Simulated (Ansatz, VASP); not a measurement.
WSe: VASP beside Ansatz

File INCAR:

```
PREC = Accurate
ENCUT = 520
EDIFF = 1E-6
ISMEAR = 0
SIGMA = 0.1
LREAL = False
LASPH = True
NELM = 150
ALGO = Fast
ISIF = 2
LWAVE = False
LCHARG = False
ISPIN = 2
MAGMOM = 1 -1 0 0
LORBIT = 11
LMAXMIX = 4
GGA = PE
NBANDS = 32
```

File KPOINTS:

```
Automatic mesh
0
Gamma
  12 12 6
```

Contents of POSCAR:

```
WSe
1.0
    0.0000000000      2.7610497160      2.7610497160
    5.5220994321      2.7610497160      2.7610497160
    5.5220994321      5.5220994321      0.0000000000
W Se
2 2
Direct
    1.0000000000      1.0000000000      1.0000000000
    1.0000000000      1.0000000000      0.5000000000
    0.2500000000      0.2500000000      0.0000000000
    0.2500000000      0.2500000000      0.5000000000
```

Input for Ansatz:

```yaml
crystal:
  lattice:
    - [0.0, 2.761049716, 2.761049716]
    - [5.5220994321, 2.761049716, 2.761049716]
    - [5.5220994321, 5.5220994321, 0.0]
  atoms:
    - { symbol: W, position: [1.0, 1.0, 1.0], spin: 1.0 }
    - { symbol: Se, position: [0.25, 0.25, 0.0] }
    - { symbol: W, position: [1.0, 1.0, 0.5], spin: -1.0 }
    - { symbol: Se, position: [0.25, 0.25, 0.5] }
basis:
  ecutwfc: 420
kpoints:
  mp_grid: { grid: [12, 12, 6] }
hamiltonian:
  xc: pbe
scf:
  occupations: { method: gaussian, width: 0.1 }
  lower_state_search: "off"
output:
  forces: true
  stress: true
  eigenvalues: true
  populations: true
magnetization:
  spin_polarized: true
```

Alike in both runs: task single point; functional PBE; k mesh 12 × 12 × 6; occupations gaussian, width 0.1 eV; collinear spin.

|  | VASP | Ansatz |
| --- | --- | --- |
| version | VASP 6.6.1 | Ansatz 0.2.0 |
| potentials or method | VASP PAW PBE potentials, release 64 (W_sv, Se), cutoff 520 eV | scalar-relativistic, plane waves, PAW |
| valence electrons in the cell | 40 | 60 |

|  | VASP | Ansatz | Ansatz less VASP |
| --- | --- | --- | --- |
| gap on the k mesh at the Fermi level (eV) | none | none | - |
| pressure (GPa) | 10.3 | 9.9 | -0.36 |
| net moment per atom (μB) | 0.00 | 0.00 | 0.000 |

A gap of «none» marks a metal or a gap that the smearing closes. The functional is the same, so the differences come from potentials, cutoffs and numerics. VASP's potentials hold 40 valence electrons a cell and Ansatz's 60, so a difference there can come from the potentials and not from the codes. Ansatz's warnings: seeded moment not kept.

Spin-orbit coupling is off throughout.
